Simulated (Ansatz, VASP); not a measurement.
## Rh: VASP beside Ansatz

Contents of INCAR:

```
PREC = Accurate ; ENCUT = 520
EDIFF = 1E-6 ; ISMEAR = 0
SIGMA = 0.15 ; LREAL = F
LASPH = T ; NELM = 80
ALGO = Fast ; ISIF = 2
LWAVE = F ; LCHARG = F
GGA = PS ; NBANDS = 38
```

Contents of KPOINTS:

```
regular mesh
0
Gamma
  18 18 6
```

File POSCAR:

```
Rh
1.0
    2.7558000000      0.0000000000      0.0000000000
   -1.3779000000      2.3865928077      0.0000000000
    0.0000000000      0.0000000000      8.7275109659
Rh
4
Direct
    0.0000000000      0.0000000000      0.0000000000
    0.3333333333      0.6666666667      0.2500000000
    0.0000000000      0.0000000000      0.5000000000
    0.6666666667      0.3333333333      0.7500000000
```

Input for Ansatz:

```yaml
crystal:
  lattice:
    - [2.7558, 0.0, 0.0]
    - [-1.3779, 2.3865928077, 0.0]
    - [0.0, 0.0, 8.7275109659]
  atoms:
    - { symbol: Rh, position: [0.0, 0.0, 0.0] }
    - { symbol: Rh, position: [0.3333333333, 0.6666666667, 0.25] }
    - { symbol: Rh, position: [0.0, 0.0, 0.5] }
    - { symbol: Rh, position: [0.6666666667, 0.3333333333, 0.75] }
basis:
  ecutwfc: 420
kpoints:
  mp_grid: { grid: [18, 18, 6] }
hamiltonian:
  xc: pbesol
  pseudopotentials: { kind: paw, azcp: { folder: soft_1 } }
scf:
  occupations: { method: gaussian, width: 0.15 }
output:
  forces: true
  stress: true
  eigenvalues: true
```

Alike in both runs: task single point; functional PBEsol; k mesh 18 × 18 × 6; occupations gaussian, width 0.15 eV; no spin polarisation.

|  | VASP | Ansatz |
| --- | --- | --- |
| version | VASP 6.6.1 | Ansatz 0.2.0 |
| potentials or method | VASP PAW PBE potentials, release 64 (Rh_pv), cutoff 520 eV | scalar-relativistic, plane waves, PAW |
| valence electrons in the cell | 60 | 68 |

Ansatz gave:

| Item | Value |
| --- | --- |
| gap on the k mesh at the Fermi level (eV) | none |
| pressure (GPa) | -14.5 |
| traceless stress, the component that is largest in VASP (GPa) | 5.49 |

Q: Estimate VASP's values.

A: gap on the k mesh at the Fermi level (eV): none; pressure (GPa): -14.6; traceless stress, the component that is largest in VASP (GPa): 5.47.

VASP's potentials were made for PBE, not for PBEsol, and Ansatz warns of the same on its side. A gap of «none» marks a metal or a gap that the smearing closes. With one functional, cell and mesh, what is left measures potentials, basis and numerics. VASP's potentials hold 60 valence electrons a cell and Ansatz's 68, so a difference there can come from the potentials and not from the codes.
